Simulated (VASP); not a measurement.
Runs of VASP 6.6.1 on Rb3Ba. The structure is that of space group I4/mmm (No. 139), or close to it. The cells are those of the table. 

```tsv
cell	gap on the mesh (eV)	pressure (GPa)
a = 5.424 Å, angles 132.4, 132.4, 69.6°, 4 atoms	none	(a)
a = 7.747 Å, angles 134.8, 134.8, 65.8°, 4 atoms	none	2.0
a = 8.531 Å, angles 134.5, 134.5, 66.3°, 4 atoms	none	0.0
a = 5.690 Å, angles 130.9, 130.9, 71.9°, 4 atoms	none	(b)
a = 6.503 Å, angles 133.4, 133.4, 68.1°, 4 atoms	none	10.1
```

Alike in all rows: task single point; level PBEsol; potentials or basis VASP PAW PBE potentials, release 64 (Ba_sv, Rb_sv); no spin polarisation; k mesh 6 × 6 × 6; cutoff (eV) 520; smearing fermi-dirac 0.05 eV.

Estimate the missing entries.

(a) 32.0; (b) 20.7.

Caveats: the PAW data sets were made with another functional, which shifts forces and pressure a little; spin-orbit coupling is left out, which moves the levels of the heavy elements; the cell stands under pressure (at least some runs).

A k mesh can miss the band edges, and the runs leave out spin-orbit coupling on Ba, Rb.

A gap of «none» marks levels without a gap at the run's occupations.
